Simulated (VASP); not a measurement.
# Ta3Au (lda) (Pm-3n) in VASP: notebook

The runs below take Ta3Au (lda) through single point, relaxation of cell and atoms, with LDA.

Program: VASP 6.6.1. These are calculated values, not measurements. Logs are shortened: lines on timing, memory, paths and dates and some standing lists are left out, and cuts for length are marked.

### 1 The cell of the first run

It takes space group Pm-3n (No. 223, cubic). The conventional cell has a = 5.138 Å, b = 5.138 Å, c = 5.138 Å, α = 90.00°, β = 90.00°, γ = 90.00°. Within 3.4 Å of Ta (site symmetry -4m2) lie 10 Ta at 2.57 to 3.15 Å and 4 Au at 2.87 Å. Within 3.8 Å of Au (site symmetry m-3) lie 12 Ta at 2.87 Å.

### 2 Single point, LDA

Contents of INCAR:

```
SYSTEM = Ta3Au
  ALGO = Normal
  EDIFF = 1E-7
  ENCUT = 520
  ISIF = 2
  ISMEAR = 0
  LASPH = .TRUE.
  LCHARG = .FALSE.
  LREAL = .FALSE.
  LWAVE = .FALSE.
  NBANDS = 54
  NELM = 100
  PREC = Accurate
  SIGMA = 0.1
```

Contents of KPOINTS:

```
k-points
0
G
  8 8 8
  0 0 0
```

Contents of POSCAR:

```
Ta3Au
1.0
    5.1376533936      0.0000000000      0.0000000000
    0.0000000000      5.1376533936      0.0000000000
    0.0000000000      0.0000000000      5.1376533936
Ta Au
6 2
Direct
    0.2500000000      0.0000000000      0.5000000000
    0.5000000000      0.7500000000      0.0000000000
    0.7500000000      0.0000000000      0.5000000000
    0.5000000000      0.2500000000      0.0000000000
    0.0000000000      0.5000000000      0.7500000000
    0.0000000000      0.5000000000      0.2500000000
    0.0000000000      0.0000000000      0.0000000000
    0.5000000000      0.5000000000      0.5000000000
```

Potentials or basis: VASP PAW LDA potentials, release 64 (Ta_pv, Au).

On the command line:

```
$ cat potpaw_LDA.64/Ta_pv/POTCAR potpaw_LDA.64/Au/POTCAR > POTCAR
$ mpirun -np 1 vasp_std > vasp.out
```

OUTCAR:

```text
SYSTEM = Ta3Au
   EDIFF = 1E-7
   ENCUT = 520
   ISIF = 2
   ISMEAR = 0
   LASPH = .TRUE.
   LREAL = .FALSE.
   NELM = 100
   PREC = Accurate

 ion  position               nearest neighbor table
   1  0.250  0.000  0.500-   3 2.57   3 2.57   8 2.87   7 2.87   8 2.87   7 2.87   4 3.15   2 3.15
                             4 3.15   5 3.15   5 3.15   6 3.15   6 3.15   2 3.15
   2  0.500  0.750  0.000-   4 2.57   4 2.57   8 2.87   8 2.87   7 2.87   7 2.87   1 3.15   1 3.15
                             3 3.15   5 3.15   6 3.15   5 3.15   6 3.15   3 3.15
   3  0.750  0.000  0.500-   1 2.57   1 2.57   8 2.87   7 2.87   8 2.87   7 2.87   4 3.15   2 3.15
                             4 3.15   5 3.15   5 3.15   6 3.15   6 3.15   2 3.15
   4  0.500  0.250  0.000-   2 2.57   2 2.57   8 2.87   8 2.87   7 2.87   7 2.87   3 3.15   1 3.15
                             3 3.15   5 3.15   6 3.15   5 3.15   6 3.15   1 3.15
   5  0.000  0.500  0.750-   6 2.57   6 2.57   8 2.87   7 2.87   7 2.87   8 2.87   3 3.15   4 3.15
                             1 3.15   3 3.15   1 3.15   2 3.15   4 3.15   2 3.15
   6  0.000  0.500  0.250-   5 2.57   5 2.57   8 2.87   7 2.87   7 2.87   8 2.87   3 3.15   4 3.15
                             1 3.15   3 3.15   1 3.15   2 3.15   4 3.15   2 3.15
   7  0.000  0.000  0.000-   1 2.87   2 2.87   3 2.87   4 2.87   5 2.87   6 2.87   1 2.87   3 2.87
                             5 2.87   6 2.87   2 2.87   4 2.87
   8  0.500  0.500  0.500-   1 2.87   2 2.87   3 2.87   4 2.87   5 2.87   6 2.87   2 2.87   4 2.87
                             1 2.87   3 2.87   5 2.87   6 2.87

  LATTYP: Found a simple cubic cell.
 ALAT       =     5.1376533936

  Lattice vectors:

 A1 = (   5.1376533936,   0.0000000000,   0.0000000000)
 A2 = (   0.0000000000,   5.1376533936,   0.0000000000)
 A3 = (   0.0000000000,   0.0000000000,   5.1376533936)

Analysis of symmetry for initial positions (statically):
=====================================================================
 Subroutine PRICEL returns:
 Original cell was already a primitive cell.

 Routine SETGRP: Setting up the symmetry group for a
 simple cubic supercell.

 Subroutine GETGRP returns: Found 48 space group operations
 (whereof 24 operations were pure point group operations)
 out of a pool of 48 trial point group operations.

The static configuration has the point symmetry T_h .
 The point group associated with its full space group is O_h .

Analysis of symmetry for dynamics (positions and initial velocities):
=====================================================================
[... 125 lines left out ...]
   EDIFFG = 0.1E-05   stopping-criterion for IOM
   NSW    =      0    number of steps for IOM
   IBRION =     -1    ionic relax: 0-MD 1-quasi-New 2-CG
   NFREE  =      0    steps in history (QN), initial steepest desc. (CG)
   ISIF   =      2    stress and relaxation
   ISYM   =      2    0-nonsym 1-usesym 2-fastsym
   POTIM  = 0.5000    time-step for ionic-motion
   TEBEG  =    0.0;   TEEND  =   0.0 temperature during run
   PSTRESS=    0.0 pullay stress
   NELECT =      88.0000    total number of electrons
   NUPDOWN=      -1.0000    fix difference up-down
   EMIN   =  10.00;   EMAX   =-10.00  energy-range for DOS
   EFERMI =   0.00;   METHOD = LEGACY
   ISMEAR =     0;   SIGMA  =   0.10  broadening in eV -4-tet -1-fermi 0-gaus
   EFERMI_NEDOS =   21; number of points for ismear=-14 and -15
   IALGO  =     38    algorithm
   IMIX   =      4    mixing-type and parameters
     AMIX     =   0.40;   BMIX     =  1.00
     AMIX_MAG =   1.60;   BMIX_MAG =  1.00
  volume/ion in A,a.u.               =      16.95       114.39
  Fermi-wavevector in a.u.,A,eV,Ry     =   1.417330  2.678365 27.331707  2.008824
  Thomas-Fermi vector in A             =   2.538571
   LORBIT       =      0    0 simple, 1 ext, 2 COOP (PROOUT), +10 PAW based schemes
   GGA     = CA    functional components
   LHFCALC =     F    Hartree Fock is set to
   AEXX    =    0.0000 exact exchange contribution
   IVDW    =     0    specifies the selected vdW correction
   LEPSILON=     F    determine dielectric tensor
   LRPA    =     F    only Hartree local field effects (RPA)
 non-spin polarized calculation
 Gauss-broadening in eV      SIGMA  =   0.10
  energy-cutoff  :      520.00
  volume of cell :      135.61
 maximum number of plane-waves:      3743
 NGX is ok and might be reduce to    40
   NGX = 19   NGY = 19   NGZ = 19

 number of electron      88.0000006 magnetization

 Free energy of the ion-electron system (eV)
  ---------------------------------------------------
  ext. energy  EPLUGINS =         0.00000000
  ---------------------------------------------------
  free energy    TOTEN  =       -86.49964709 eV

  energy without entropy =      -86.42113951  energy(sigma->0) =      -86.46039330

 E-fermi :   7.4587     XC(G=0): -13.0956

 val. band max:        7.4565256105   @ k =   0.2500   0.2500   0.0000
 cond. band min:       7.4589405523   @ k =   0.3750   0.0000   0.0000
 fundamental gap:      0.0024149419
 Fermi energy:         7.4587463960

 k-point     1 :       0.0000    0.0000    0.0000
  band No.  band energies     occupation
      1     -27.6439      2.00000
      2     -27.6439      2.00000
      3     -27.4743      2.00000
      4     -26.9101      2.00000
      5     -26.9101      2.00000
      6     -26.9101      2.00000
[... 1357 lines left out ...]
     53      10.1142      0.00000
     54      10.2354      0.00000

 [... further k-points ...]
[... 5 lines left out ...]
  --------------------------------------------------------------------------------------
  -------------------------------------------------------------------------------------
  Total        0.7202905      0.7202905      0.7202905     -0.0000000      0.0000000      0.0000000
  in kB        8.5098879      8.5098879      8.5098879     -0.0000000      0.0000000      0.0000000
  external PRESSURE =       8.5098879 kB  Pullay stress =       0.0000000 kB

 VOLUME and BASIS-vectors are now :
 -----------------------------------------------------------------------------
  energy-cutoff  :      520.00
  volume of cell :      135.61
      direct lattice vectors                 reciprocal lattice vectors
     5.137653394  0.000000000  0.000000000     0.194641390  0.000000000  0.000000000
     0.000000000  5.137653394  0.000000000     0.000000000  0.194641390  0.000000000
     0.000000000  0.000000000  5.137653394     0.000000000  0.000000000  0.194641390

 POSITION                                       TOTAL-FORCE (eV/Angst)
 -----------------------------------------------------------------------------------
      1.28441      0.00000      2.56883         0.000000     -0.000000     -0.000000
      2.56883      3.85324      0.00000         0.000000      0.000000      0.000000
      3.85324      0.00000      2.56883        -0.000000      0.000000     -0.000000
      2.56883      1.28441      0.00000        -0.000000     -0.000000     -0.000000
      0.00000      2.56883      3.85324         0.000000     -0.000000      0.000000
      0.00000      2.56883      1.28441        -0.000000      0.000000     -0.000000
      0.00000      0.00000      0.00000         0.000000      0.000000      0.000000
      2.56883      2.56883      2.56883         0.000000      0.000000      0.000000
 -----------------------------------------------------------------------------------
    total drift:                               -0.000000     -0.000000      0.000000

  FREE ENERGIE OF THE ION-ELECTRON SYSTEM (eV)
  ---------------------------------------------------
  free  energy   TOTEN  =       -86.4996470918 eV

  energy  without entropy=      -86.4211395103  energy(sigma->0) =      -86.46039330
```

OSZICAR:

```text
N       E                     dE             d eps       ncg     rms          rms(c)
DAV:   1     0.880718859397E+03    0.88072E+03   -0.47851E+04  3812   0.169E+03
DAV:   2    -0.443845488303E+02   -0.92510E+03   -0.90325E+03  4072   0.491E+02
DAV:   3    -0.918140637974E+02   -0.47430E+02   -0.45955E+02  4676   0.971E+01
DAV:   4    -0.930331213374E+02   -0.12191E+01   -0.11964E+01  4434   0.144E+01
DAV:   5    -0.930647292482E+02   -0.31608E-01   -0.31454E-01  4628   0.208E+00    0.387E+01
DAV:   6    -0.881452926616E+02    0.49194E+01   -0.33326E+01  4268   0.280E+01    0.214E+01
DAV:   7    -0.867825996085E+02    0.13627E+01   -0.61316E+00  4132   0.133E+01    0.965E+00
DAV:   8    -0.865422582327E+02    0.24034E+00   -0.11373E+00  4580   0.463E+00    0.134E+00
DAV:   9    -0.865026892247E+02    0.39569E-01   -0.12095E-01  4316   0.188E+00    0.766E-01
DAV:  10    -0.864996064610E+02    0.30828E-02   -0.15233E-02  4466   0.591E-01    0.145E-01
DAV:  11    -0.864996684317E+02   -0.61971E-04   -0.37597E-04  4582   0.843E-02    0.558E-02
DAV:  12    -0.864996474448E+02    0.20987E-04   -0.97290E-05  4444   0.557E-02    0.126E-02
DAV:  13    -0.864996470849E+02    0.35988E-06   -0.52142E-06  4390   0.961E-03    0.188E-03
DAV:  14    -0.864996470918E+02   -0.68831E-08   -0.24628E-07  3410   0.211E-03
   1 F= -.86499647E+02 E0= -.86460393E+02  d E =-.785076E-01
```

Wall time 2.4 min (1 thread of Intel Xeon Platinum 8559C (Emerald Rapids), shared host); peak memory 0.33 GiB.

What came out:

| Item | Value |
| --- | --- |
| Free energy | -86.4996 eV |
| Pressure | 0.9 GPa |
| Band gap on the k mesh | zero (band 44 reaches 8.29 eV, above the bottom of band 45 at 7.15 eV) |

Caveat: spin-orbit coupling is left out, which moves the levels of the heavy elements.

### 3 Relaxation of cell and atoms, LDA

This run uses another cell than the first one, of 16.89 Å³/atom, 0.996 times its volume.

Contents of INCAR:

```
SYSTEM = Ta3Au
ALGO = Normal
EDIFF = 1E-6
EDIFFG = -0.002
ENCUT = 600
GGA = CA
IBRION = 2
ISIF = 3
ISMEAR = 0
LASPH = .True.
LCHARG = .False.
LREAL = .False.
LWAVE = .False.
NELM = 100
NSW = 100
PREC = Accurate
SIGMA = 0.1
```

Contents of KPOINTS:

```
k-points
0
Gamma
  8 8 8
  0 0 0
```

Edit POSCAR of step 2 so:

```diff
@@ -2,5 +2,5 @@
 1.0
-    5.1376533936      0.0000000000      0.0000000000
-    0.0000000000      5.1376533936      0.0000000000
-    0.0000000000      0.0000000000      5.1376533936
+    5.1312851895      0.0000000000      0.0000000000
+    0.0000000000      5.1312851895      0.0000000000
+    0.0000000000      0.0000000000      5.1312851895
 Ta Au
```

Potentials or basis: VASP PAW LDA potentials, release 64 (Ta_pv, Au).

On the command line:

```
$ cat potpaw_LDA.64/Ta_pv/POTCAR potpaw_LDA.64/Au/POTCAR > POTCAR
$ mpirun -np 1 vasp_std > vasp.out
```

It took 7.5 min on 1 thread of Intel Xeon Platinum 8559C (Emerald Rapids), shared host; peak memory 0.37 GiB.

Results (log left out):

```
Free energy                            : -86.5016 eV
Relaxed volume                         : 17.02 Å³/atom
Relaxed cell                           : a = 5.144 Å, b = 5.144 Å, c = 5.144 Å, α = 90.00°, β = 90.00°, γ = 90.00°
Space group after relaxing (to 0.05 Å) : Pm-3n (No. 223)
Energy gained by relaxing              : 0.7 meV/atom
Ionic steps                            : 4
Pressure after relaxing                : 0.0 GPa
Band gap on the k mesh                 : zero (band 44 reaches 8.24 eV, above the bottom of band 45 at 7.11 eV)
```

Step by step:
```tsv
step	energy change (eV)	largest force (eV/Å)	pressure (GPa)	volume (Å³)
1	0.0000	0.0000	1.77	135.11
2	0.0300	0.0000	-4.24	138.78
3	-0.0056	0.0000	-0.02	136.14
4	-0.0056	0.0000	0.02	136.12
```

Final structure:
```
Ta Au
1.0
     5.14411    0.00000    0.00000
     0.00000    5.14411    0.00000
     0.00000    0.00000    5.14411
Ta Au
6 2
Direct
  0.25000 0.00000 0.50000
  0.50000 0.75000 0.00000
  0.75000 0.00000 0.50000
  0.50000 0.25000 0.00000
  0.00000 0.50000 0.75000
  0.00000 0.50000 0.25000
  0.00000 0.00000 0.00000
  0.50000 0.50000 0.50000
```

Levels at points of the mesh, in eV from the Fermi level:
| k point | band 42 | band 43 | band 44 | band 45 | band 46 | band 47 |
| --- | --- | --- | --- | --- | --- | --- |
| (0.00, 0.00, 0.00) | -1.88 | -1.87 | 0.01 | 0.01 | 0.27 | 0.27 |
| (0.50, 0.00, 0.00) | -0.80 | -0.49 | -0.49 | -0.30 | -0.30 | 0.38 |
| (0.50, 0.50, 0.00) | -0.75 | 0.02 | 0.02 | 1.06 | 1.06 | 1.11 |
| (0.50, 0.50, 0.50) | -1.35 | 0.82 | 0.82 | 0.82 | 0.82 | 0.82 |

Caveat: spin-orbit coupling is left out, which moves the levels of the heavy elements.

### 4 Single point, LDA

This run uses another cell than the first one, of 16.89 Å³/atom, 0.996 times its volume.

Contents of INCAR:

```
PREC = Accurate
ENCUT = 520
EDIFF = 1E-6
ISMEAR = 0
SIGMA = 0.1
LREAL = False
LASPH = True
NELM = 100
ALGO = Normal
ISIF = 2
LWAVE = False
LCHARG = False
NBANDS = 54
```

Contents of KPOINTS:

```
Automatic mesh
0
Gamma
  4 4 4
```

POSCAR is that of step 3.

On the command line:

```
$ cat potpaw_LDA.64/Ta_pv/POTCAR potpaw_LDA.64/Au/POTCAR > POTCAR
$ mpirun -np 1 vasp_std > vasp.out
```

It took 46 s on 1 thread of Intel Xeon Platinum 8559C (Emerald Rapids), shared host; peak memory 0.22 GiB.

Results (log left out):

| Property | Result |
| --- | --- |
| Free energy | -86.6018 eV |
| Pressure | 1.0 GPa |
| Band gap on the k mesh | zero (band 44 reaches 8.32 eV, above the bottom of band 45 at 7.20 eV) |

Levels at points of the mesh, in eV from the Fermi level:
| k point | band 41 | band 42 | band 43 | band 44 | band 45 | band 46 | band 47 | band 48 |
| --- | --- | --- | --- | --- | --- | --- | --- | --- |
| (0.00, 0.00, 0.00) | -1.91 | -1.91 | -1.91 | -0.02 | -0.02 | 0.26 | 0.26 | 0.26 |
| (0.50, 0.00, 0.00) | -0.84 | -0.84 | -0.52 | -0.52 | -0.33 | -0.33 | 0.35 | 0.35 |
| (0.50, 0.50, 0.00) | -1.43 | -0.77 | -0.02 | -0.02 | 1.03 | 1.03 | 1.09 | 1.38 |
| (0.50, 0.50, 0.50) | -1.40 | -1.40 | 0.79 | 0.79 | 0.79 | 0.79 | 0.79 | 0.79 |

Caveat: spin-orbit coupling is left out, which moves the levels of the heavy elements.

### 5 Overview

```tsv
task	cell	k mesh	cutoff (eV)	gap on the mesh (eV)	pressure (GPa)
single point	a = 5.138 Å, 8 atoms	8 × 8 × 8	520	none	0.9
relaxation of cell and atoms	relaxed from a = 5.131 Å, 8 atoms	8 × 8 × 8	600	none	0.0
single point	a = 5.131 Å, 8 atoms	4 × 4 × 4	520	none	1.0
```

Alike in all rows: level LDA; potentials or basis VASP PAW LDA potentials, release 64 (Ta_pv, Au); no spin polarisation; smearing gaussian 0.1 eV.

Caveats: spin-orbit coupling is left out, which moves the levels of the heavy elements.

Total energies depend on the potentials used, so only differences within one code and one set of settings carry meaning.
